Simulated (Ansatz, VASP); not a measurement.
One calculation of TlBr, two programs

```
Tl Br
1.0
     3.94619    0.00000    0.00000
     0.00000    3.94619    0.00000
     0.00000    0.00000    3.94619
Tl Br
1 1
Direct
  0.00000 0.00000 0.00000
  0.50000 0.50000 0.50000
```

Alike in both runs: task single point; functional HF; k mesh 4 × 4 × 4; no spin polarisation.

|  | VASP | Ansatz |
| --- | --- | --- |
| version | VASP 6.6.1 | Ansatz 0.2.0 |
| potentials or method | VASP PAW PBE potentials, release 64 (Tl_d, Br) | plane waves, PAW |
| plane-wave cutoff (eV) | 400 | 420 |
| occupations | gaussian, width 0.01 eV | fixed |
| valence electrons in the cell | 20 | 20 |

Ansatz gave:

- gap on the k mesh at the Fermi level (eV): 7.62
- pressure (GPa): 7.0

Task: Estimate VASP's values.

Result: gap on the k mesh at the Fermi level (eV): 7.72; pressure (GPa): 6.5.

VASP's potentials were made for PBE, not for HF. Ansatz's warnings: stress exchange threshold loose, stress scf threshold loose.

Spin-orbit coupling is off throughout.
